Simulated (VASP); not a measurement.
# TeWS4 (F-43m) in VASP: further runs

Runs on TeWS4. Level: PBE. Tasks: single point, relaxation of cell and atoms.

Program: VASP 6.6.1. These are calculated values, not measurements. Logs are shortened: lines on timing, memory, paths and dates and some standing lists are left out, and cuts for length are marked.

### 1 The cell of the first run

It takes space group F-43m (No. 216, cubic). Conventional cell: a = 7.458 Å, b = 7.458 Å, c = 7.458 Å, α = 90.00°, β = 90.00°, γ = 90.00°. Within 4.1 Å of Te (site symmetry -43m) lie 12 S at 3.10 Å and 4 W at 3.23 Å. Within 4.1 Å of W (site symmetry -43m) lie 12 S at 3.09 Å and 4 Te at 3.23 Å. Within 3.4 Å of S (site symmetry 3m) lie 6 S at 2.58 to 2.70 Å and 3 W at 3.09 Å and 3 Te at 3.10 Å.

The cell was built from a structure type or drawn by symmetry, and may not be a known phase.

### 2 Single point, PBE, collinear spin

Contents of INCAR:

```
SYSTEM = TeWS4
ALGO = Normal
EDIFF = 1E-6
ENCUT = 520
GGA = PE
ISIF = 2
ISMEAR = 0
ISPIN = 2
LASPH = .True.
LCHARG = .True.
LELF = .True.
LMAXMIX = 4
LORBIT = 11
LREAL = .False.
LVHAR = .True.
LWAVE = .False.
MAGMOM = -0.11 0.93 -0.01 -0.01 -0.01 -0.01
NBANDS = 35
NELM = 150
PREC = Accurate
SIGMA = 0.1
```

Contents of KPOINTS:

```
k-points
0
Gamma
  4 4 4
  0 0 0
```

Contents of POSCAR:

```
TeWS4
1.0
    0.0000000000      3.7288350913      3.7288350913
    3.7288350913      0.0000000000      3.7288350913
    3.7288350913      3.7288350913      0.0000000000
Te W S
1 1 4
Direct
    0.2500000000      0.2500000000      0.2500000000
    0.0000000000      0.0000000000      0.0000000000
    0.6279029071      0.6279029071      0.1162912786
    0.6279029071      0.6279029071      0.6279029071
    0.1162912786      0.6279029071      0.6279029071
    0.6279029071      0.1162912786      0.6279029071
```

Potentials or basis: VASP PAW PBE potentials, release 64 (Te, W_sv, S).

Launch:

```
> cat potpaw_PBE.64/Te/POTCAR potpaw_PBE.64/W_sv/POTCAR potpaw_PBE.64/S/POTCAR > POTCAR
> mpirun -np 1 vasp_std > vasp.out
```

OUTCAR:

```text
SYSTEM = TeWS4
   EDIFF = 1E-6
   ENCUT = 520
   GGA = PE
   ISIF = 2
   ISMEAR = 0
   ISPIN = 2
   LASPH = .True.
   LORBIT = 11
   LREAL = .False.
   NELM = 150
   PREC = Accurate

 ion  position               nearest neighbor table
   1  0.250  0.250  0.250-   3 3.10   5 3.10   6 3.10   4 3.10   4 3.10   4 3.10   3 3.10   5 3.10
                             5 3.10   3 3.10   6 3.10   6 3.10   2 3.23   2 3.23   2 3.23   2 3.23
   2  0.000  0.000  0.000-   3 3.09   6 3.09   3 3.09   5 3.09   5 3.09   6 3.09   4 3.09   4 3.09
                             4 3.09   5 3.09   6 3.09   3 3.09   1 3.23   1 3.23   1 3.23   1 3.23
   3  0.628  0.628  0.116-   4 2.58   5 2.58   6 2.58   4 2.70   6 2.70   5 2.70   2 3.09   2 3.09
                             2 3.09   1 3.10   1 3.10   1 3.10
   4  0.628  0.628  0.628-   3 2.58   5 2.58   6 2.58   3 2.70   6 2.70   5 2.70   2 3.09   2 3.09
                             2 3.09   1 3.10   1 3.10   1 3.10
   5  0.116  0.628  0.628-   3 2.58   4 2.58   6 2.58   4 2.70   3 2.70   6 2.70   2 3.09   2 3.09
                             2 3.09   1 3.10   1 3.10   1 3.10
   6  0.628  0.116  0.628-   3 2.58   4 2.58   5 2.58   3 2.70   4 2.70   5 2.70   2 3.09   2 3.09
                             2 3.09   1 3.10   1 3.10   1 3.10

  LATTYP: Found a face centered cubic cell.
 ALAT       =     7.4576701826

  Lattice vectors:

 A1 = (   0.0000000000,   3.7288350913,   3.7288350913)
 A2 = (   3.7288350913,   0.0000000000,   3.7288350913)
 A3 = (   3.7288350913,   3.7288350913,   0.0000000000)

Analysis of symmetry for initial positions (statically):
=====================================================================
 Subroutine PRICEL returns:
 Original cell was already a primitive cell.

 Routine SETGRP: Setting up the symmetry group for a
 face centered cubic supercell.

 Subroutine GETGRP returns: Found 24 space group operations
 (whereof 24 operations were pure point group operations)
 out of a pool of 48 trial point group operations.

The static configuration has the point symmetry T_d .

Analysis of symmetry for dynamics (positions and initial velocities):
=====================================================================
 Subroutine PRICEL returns:
 Original cell was already a primitive cell.

 Routine SETGRP: Setting up the symmetry group for a
 face centered cubic supercell.

 Subroutine GETGRP returns: Found 24 space group operations
 (whereof 24 operations were pure point group operations)
 out of a pool of 48 trial point group operations.

The dynamic configuration has the point symmetry T_d .

Analysis of structural, dynamic, and magnetic symmetry:
=====================================================================
 Subroutine PRICEL returns:
 Original cell was already a primitive cell.

 Routine SETGRP: Setting up the symmetry group for a
 face centered cubic supercell.

 Subroutine GETGRP returns: Found 24 space group operations
 (whereof 24 operations were pure point group operations)
 out of a pool of 48 trial point group operations.

The overall configuration has the point symmetry T_d .

 Subroutine INISYM returns: Found 24 space group operations
 (whereof 24 operations are pure point group operations),
 and found     1 'primitive' translations

----------------------------------------------------------------------------------------

                                     Primitive cell

  volume of cell :     103.6930

  direct lattice vectors                    reciprocal lattice vectors
     0.000000000  3.728835091  3.728835091    -0.134090135  0.134090135  0.134090135
     3.728835091  0.000000000  3.728835091     0.134090135 -0.134090135  0.134090135
     3.728835091  3.728835091  0.000000000     0.134090135  0.134090135 -0.134090135

  length of vectors
     5.273369158  5.273369158  5.273369158     0.232250926  0.232250926  0.232250926

  position of ions in fractional coordinates (direct lattice)
     0.250000000  0.250000000  0.250000000
     0.000000000  0.000000000  0.000000000
     0.627902907  0.627902907  0.116291279
     0.627902907  0.627902907  0.627902907
     0.116291279  0.627902907  0.627902907
     0.627902907  0.116291279  0.627902907

  ion indices of the primitive-cell ions
   primitive index   ion index
                 1           1
                 2           2
                 3           3
                 4           4
                 5           5
                 6           6

----------------------------------------------------------------------------------------

 KPOINTS: k-points

Automatic generation of k-mesh.
 Grid dimensions read from file:
 generate k-points for:    4    4    4

 Generating k-lattice:

  Cartesian coordinates                     Fractional coordinates (reciprocal lattice)
    -0.033522534  0.033522534  0.033522534     0.250000000  0.000000000  0.000000000
     0.033522534 -0.033522534  0.033522534     0.000000000  0.250000000  0.000000000
[... 82 lines left out ...]
  ---------------------------------------------------
  ext. energy  EPLUGINS =         0.00000000
  ---------------------------------------------------
  free energy    TOTEN  =       -24.18836702 eV

  energy without entropy =      -24.16768825  energy(sigma->0) =      -24.17802764

 E-fermi :   9.2097     XC(G=0): -11.4790

 val. band max:        9.2074613079   @ k =  -0.2500   0.2500   0.0000
 cond. band min:       9.2292934703   @ k =  -0.2500   0.2500   0.0000
 fundamental gap:      0.0218321625
 Fermi energy:         9.2096837286

 spin component 1

 k-point     1 :       0.0000    0.0000    0.0000
  band No.  band energies     occupation
      1     -66.1623      1.00000
      2     -30.3198      1.00000
      3     -30.3198      1.00000
      4     -30.3198      1.00000
      5      -7.8379      1.00000
      6      -2.8495      1.00000
[... 26 lines left out ...]
     33      16.8921      0.00000
     34      17.2326      0.00000

 k-point     2 :       0.2500    0.0000    0.0000
  band No.  band energies     occupation
      1     -66.1623      1.00000
      2     -30.3203      1.00000
      3     -30.3199      1.00000
      4     -30.3199      1.00000
      5      -7.4703      1.00000
      6      -4.1232      1.00000
[... 214 lines left out ...]
 k-point     8 :      -0.2500    0.5000    0.2500
  band No.  band energies     occupation
      1     -66.1623      1.00000
      2     -30.3205      1.00000
      3     -30.3204      1.00000
      4     -30.3202      1.00000
      5      -6.2255      1.00000
      6      -5.6169      1.00000
[... 26 lines left out ...]
     33      16.8392      0.00000
     34      17.3661      0.00000
 Fermi energy:         9.2096837286

 spin component 2

 k-point     1 :       0.0000    0.0000    0.0000
  band No.  band energies     occupation
      1     -65.7716      1.00000
      2     -29.7937      1.00000
      3     -29.7937      1.00000
      4     -29.7937      1.00000
      5      -7.8359      1.00000
      6      -2.8683      1.00000
[... 26 lines left out ...]
     33      16.9803      0.00000
     34      17.3116      0.00000

 k-point     2 :       0.2500    0.0000    0.0000
  band No.  band energies     occupation
      1     -65.7717      1.00000
      2     -29.7942      1.00000
      3     -29.7938      1.00000
      4     -29.7938      1.00000
      5      -7.4682      1.00000
      6      -4.1341      1.00000
[... 214 lines left out ...]
 k-point     8 :      -0.2500    0.5000    0.2500
  band No.  band energies     occupation
      1     -65.7716      1.00000
      2     -29.7944      1.00000
      3     -29.7943      1.00000
      4     -29.7941      1.00000
      5      -6.2200      1.00000
      6      -5.6136      1.00000
[... 26 lines left out ...]
     33      17.0235      0.00000
     34      17.3800      0.00000
 [bands above 34 left out]

------------------------ aborting loop because EDIFF is reached ----------------------------------------

  FORCE on cell =-STRESS in cart. coord.  units (eV):
  Direction    XX          YY          ZZ          XY          YZ          ZX
  --------------------------------------------------------------------------------------
  -------------------------------------------------------------------------------------
  Total       -0.0286222     -0.0286222     -0.0286222      0.0000000     -0.0000000      0.0000000
  in kB       -0.4422464     -0.4422464     -0.4422464      0.0000000     -0.0000000      0.0000000
  external PRESSURE =      -0.4422464 kB  Pullay stress =       0.0000000 kB

 VOLUME and BASIS-vectors are now :
 -----------------------------------------------------------------------------
  energy-cutoff  :      520.00
  volume of cell :      103.69
      direct lattice vectors                 reciprocal lattice vectors
     0.000000000  3.728835091  3.728835091    -0.134090135  0.134090135  0.134090135
     3.728835091  0.000000000  3.728835091     0.134090135 -0.134090135  0.134090135
     3.728835091  3.728835091  0.000000000     0.134090135  0.134090135 -0.134090135

 POSITION                                       TOTAL-FORCE (eV/Angst)
 -----------------------------------------------------------------------------------
      1.86442      1.86442      1.86442        -0.000000     -0.000000     -0.000000
      0.00000      0.00000      0.00000        -0.000000     -0.000000     -0.000000
      2.77498      2.77498      4.68269        -0.007481     -0.007481      0.007481
      4.68269      4.68269      4.68269         0.007481      0.007481      0.007481
      4.68269      2.77498      2.77498         0.007481     -0.007481     -0.007481
      2.77498      4.68269      2.77498        -0.007481      0.007481     -0.007481
 -----------------------------------------------------------------------------------
    total drift:                                0.000000      0.000000      0.000000

  FREE ENERGIE OF THE ION-ELECTRON SYSTEM (eV)
  ---------------------------------------------------
  free  energy   TOTEN  =       -24.1883670166 eV

  energy  without entropy=      -24.1676882541  energy(sigma->0) =      -24.17802764

 total charge

# of ion       s       p       d       tot
------------------------------------------
    1        1.445   1.705   0.076   3.226
    2        2.249   6.067   3.162  11.478
    3        1.440   2.090   0.000   3.531
    4        1.440   2.090   0.000   3.531
    5        1.440   2.090   0.000   3.531
    6        1.440   2.090   0.000   3.531
--------------------------------------------------
tot          9.455  16.133   3.239  28.827

 magnetization (x)

# of ion       s       p       d       tot
------------------------------------------
    1        0.005  -0.093   0.000  -0.088
    2        0.031   0.007   0.787   0.825
    3        0.002  -0.016   0.000  -0.014
    4        0.002  -0.016   0.000  -0.014
    5        0.002  -0.016   0.000  -0.014
    6        0.002  -0.016   0.000  -0.014
--------------------------------------------------
tot          0.046  -0.152   0.787   0.682
```

Run time: 72 s. Hardware: 1 thread of Intel Xeon 6975P-C (Granite Rapids), shared host; peak memory 0.3 GiB.

Results:

| Quantity | Value |
| --- | --- |
| Free energy | -24.1884 eV |
| Pressure | 0.0 GPa |
| Largest force | 0.013 eV/Å |
| Net moment | 0.81 μB per cell |
| Site moments | Te -0.09; W +0.82; S -0.01 μB |
| Valence electrons inside the program's atomic spheres | Te 3.23; W 11.48; S 3.53 |

Forces on the atoms (eV/Å):
```
Te   0.000  0.000  0.000
W    0.000  0.000  0.000
S   -0.007 -0.007  0.007
S    0.007  0.007  0.007
S    0.007 -0.007 -0.007
S   -0.007  0.007 -0.007
```

Levels at points of the mesh, in eV from the Fermi level:
Spin up:
| k point | band 19 | band 20 | band 21 | band 22 | band 23 | band 24 | band 25 | band 26 |
| --- | --- | --- | --- | --- | --- | --- | --- | --- |
| (0.00, 0.00, 0.00) | -0.18 | 0.35 | 0.35 | 0.35 | 0.67 | 0.67 | 0.99 | 0.99 |
| (0.50, 0.00, 0.00) | -1.02 | -0.79 | -0.79 | -0.46 | 0.24 | 0.24 | 1.09 | 1.14 |
| (0.50, 0.50, 0.00) | -2.64 | -1.52 | -1.50 | -1.50 | -0.14 | 0.88 | 1.22 | 1.49 |
Spin down:
```csv
k point,band 18,band 19,band 20,band 21,band 22,band 23,band 24,band 25,band 26,band 27
"(0.00, 0.00, 0.00)",-2.41,0.24,0.87,0.87,0.87,0.91,0.91,0.91,1.25,1.25
"(0.50, 0.00, 0.00)",-3.05,-1.01,-0.49,-0.49,0.05,0.69,0.69,1.01,1.35,1.35
"(0.50, 0.50, 0.00)",-3.03,-2.63,-1.27,-1.26,-1.26,0.44,1.20,1.57,1.57,1.69
```

Caveat: the k points lie up to 0.36 Å⁻¹ apart; spin-orbit coupling is left out, which moves the levels of the heavy elements.

### 3 Single point, PBE, collinear spin

This run uses another cell than the first one, of 22.50 Å³/atom.

Contents of INCAR:

```
SYSTEM = TeWS4
PREC = Accurate
ENCUT = 520
EDIFF = 1E-7
ISMEAR = 0
SIGMA = 0.1
LREAL = .False.
LASPH = .True.
NELM = 150
ALGO = Normal
ISIF = 2
LWAVE = .False.
LCHARG = .False.
ISPIN = 2
MAGMOM = -0.63 2.92 -0.32 -0.32 -0.32 -0.32
LORBIT = 11
LMAXMIX = 4
GGA = PE
NBANDS = 35
```

Contents of KPOINTS:

```
regular mesh
0
Gamma
  4 4 4
  0 0 0
```

Contents of POSCAR:

```
TeWS4
1.0
    0.0000000000      4.0717134800      4.0717134800
    4.0717134800      0.0000000000      4.0717134800
    4.0717134800      4.0717134800      0.0000000000
Te W S
1 1 4
Direct
    0.2500000000      0.2500000000      0.2500000000
    0.0000000000      0.0000000000      0.0000000000
    0.6253080000      0.6253080000      0.1240760000
    0.6253080000      0.6253080000      0.6253080000
    0.1240760000      0.6253080000      0.6253080000
    0.6253080000      0.1240760000      0.6253080000
```

Potentials or basis: VASP PAW PBE potentials, release 64 (Te, W_sv, S).

Launch:

```
> cat potpaw_PBE.64/Te/POTCAR potpaw_PBE.64/W_sv/POTCAR potpaw_PBE.64/S/POTCAR > POTCAR
> mpirun -np 1 vasp_std > vasp.out
```

Run time: 96 s. Hardware: 1 thread of Intel Xeon 6975P-C (Granite Rapids), shared host; peak memory 0.42 GiB.

The run converged. Its results:

```
Free energy                                           : -22.7097 eV
Pressure                                              : -11.1 GPa
Largest force                                         : 0.256 eV/Å
Net moment                                            : 0.98 μB per cell
Site moments                                          : Te -0.43; W +2.40; S -0.23 μB
Valence electrons inside the program's atomic spheres : Te 3.16; W 11.42; S 3.48
```

Forces on the atoms (eV/Å):
```
Te   0.000  0.000  0.000
W    0.000  0.000  0.000
S   -0.148 -0.148  0.148
S    0.148  0.148  0.148
S    0.148 -0.148 -0.148
S   -0.148  0.148 -0.148
```

Levels at points of the mesh, in eV from the Fermi level:
Spin up:
```csv
k point,band 20,band 21,band 22,band 23,band 24,band 25
"(0.00, 0.00, 0.00)",0.10,0.10,0.10,0.14,0.14,0.80
"(0.50, 0.00, 0.00)",-0.72,-0.66,-0.66,-0.01,-0.01,0.83
"(0.50, 0.50, 0.00)",-1.22,-1.08,-1.08,-0.48,0.49,0.51
```
Spin down:
```tsv
k point	band 19	band 20	band 21	band 22	band 23	band 24
(0.00, 0.00, 0.00)	0.34	0.34	0.34	0.62	1.51	1.51
(0.50, 0.00, 0.00)	-1.21	-0.11	-0.11	0.38	0.95	0.95
(0.50, 0.50, 0.00)	-2.09	-0.73	-0.59	-0.59	1.04	1.04
```

Caveat: the cell stands under tension; spin-orbit coupling is left out, which moves the levels of the heavy elements.

### 4 Relaxation of cell and atoms, PBE, collinear spin

This run uses another cell than the first one, of 22.50 Å³/atom.

Contents of INCAR:

```
SYSTEM = TeWS4
ALGO = Normal ; EDIFF = 1E-7
EDIFFG = -0.04 ; ENCUT = 600
GGA = PE ; IBRION = 2
ISIF = 3 ; ISMEAR = 0
ISPIN = 2 ; LASPH = .True.
LCHARG = .False. ; LMAXMIX = 4
LORBIT = 11 ; LREAL = .False.
LWAVE = .False. ; MAGMOM = -0.11 0.93 -0.01 -0.01 -0.01 -0.01
NELM = 150 ; NSW = 90
PREC = Accurate ; SIGMA = 0.1
```

Contents of KPOINTS:

```
k-points
0
Gamma
  4 4 4
  0 0 0
```

POSCAR is that of step 3.

Launch:

```
> cat potpaw_PBE.64/Te/POTCAR potpaw_PBE.64/W_sv/POTCAR potpaw_PBE.64/S/POTCAR > POTCAR
> mpirun -np 1 vasp_std > vasp.out
```

It took 9.3 min on 1 thread of Intel Xeon 6975P-C (Granite Rapids), shared host; peak memory 0.46 GiB.

The run converged. Its results:

| Quantity | Value |
| --- | --- |
| Free energy | -24.1733 eV |
| Relaxed volume | 17.23 Å³/atom |
| Relaxed cell | a = 5.268 Å, b = 5.268 Å, c = 5.268 Å, α = 60.00°, β = 60.00°, γ = 60.00° |
| Space group after relaxing (to 0.1 Å) | F-43m (No. 216) |
| Energy gained by relaxing | 300.8 meV/atom |
| Ionic steps | 6 |
| Pressure after relaxing | -0.3 GPa |
| Largest force after relaxing | 0.009 eV/Å |
| Band gap on the k mesh | zero (filled and empty bands overlap) |
| Net moment | 0.00 μB per cell |
| Valence electrons inside the program's atomic spheres | Te 3.23; W 11.48; S 3.53 |

Forces in eV/Å, atoms in the order of the input:
```
Te   0.000  0.000  0.000
W    0.000  0.000  0.000
S   -0.005 -0.005  0.005
S    0.005  0.005  0.005
S    0.005 -0.005 -0.005
S   -0.005  0.005 -0.005
```

Step by step:
```
step  energy change (eV)  largest force (eV/Å)  pressure (GPa)  volume (Å³)
   1              0.0000                0.2760          -13.95       135.01
   2             -1.7799                0.1109            2.59       100.23
   3             -1.8000                0.1417            0.08       102.78
   4             -1.7992                0.1482           -0.45       103.37
   5             -1.8024                0.0956           -0.42       103.38
   6             -1.8049                0.0086           -0.33       103.40
```

Final structure:
```
Te W S
1.0
     0.00000    3.72527    3.72527
     3.72527    0.00000    3.72527
     3.72527    3.72527    0.00000
Te W S
1 1 4
Direct
  0.25000 0.25000 0.25000
  0.00000 0.00000 0.00000
  0.62760 0.62760 0.11720
  0.62760 0.62760 0.62760
  0.11720 0.62760 0.62760
  0.62760 0.11720 0.62760
```

Levels at points of the mesh, in eV from the Fermi level:
Spin up:
```tsv
k point	band 20	band 21	band 22	band 23	band 24	band 25
(0.00, 0.00, 0.00)	0.61	0.61	0.61	0.97	0.97	0.98
(0.50, 0.00, 0.00)	-0.62	-0.62	-0.21	0.47	0.47	1.07
(0.50, 0.50, 0.00)	-1.38	-1.38	-1.38	0.15	1.03	1.45
```
Spin down:
| k point | band 19 | band 20 | band 21 | band 22 | band 23 | band 24 | band 25 | band 26 |
| --- | --- | --- | --- | --- | --- | --- | --- | --- |
| (0.00, 0.00, 0.00) | 0.05 | 0.61 | 0.61 | 0.61 | 0.97 | 0.98 | 0.98 | 0.98 |
| (0.50, 0.00, 0.00) | -1.01 | -0.62 | -0.62 | -0.21 | 0.47 | 0.47 | 1.07 | 1.25 |
| (0.50, 0.50, 0.00) | -2.59 | -1.38 | -1.38 | -1.38 | 0.15 | 1.03 | 1.45 | 1.56 |

Caveat: the volume moved by over 15 % at a fixed basis, so the end points are rough; spin-orbit coupling is left out, which moves the levels of the heavy elements.

### 5 Summary

```csv
task,cell,cutoff (eV),gap on the mesh (eV),pressure (GPa),moment (μB),largest force (eV/Å)
single point,"a = 5.273 Å, angles 60.0°, 6 atoms, atomic positions A",520,none,0.0,0.81,0.01
single point,"a = 5.758 Å, angles 60.0°, 6 atoms, atomic positions B",520,none,-11.1,0.98,0.26
relaxation of cell and atoms,"relaxed from a = 5.758 Å, angles 60.0°, 6 atoms, atomic positions B",600,none,-0.3,0.00,0.01
```

Alike in all rows: level PBE; potentials or basis VASP PAW PBE potentials, release 64 (Te, W_sv, S); spin collinear; k mesh 4 × 4 × 4; smearing gaussian 0.1 eV.

Caveats: some runs use coarse meshes; spin-orbit coupling is left out, which moves the levels of the heavy elements; the cell stands under tension (at least some runs); the volume moved by over 15 % at a fixed basis, so the end points are rough (at least some runs).

Absolute energies hang on the potentials; compare differences alone.
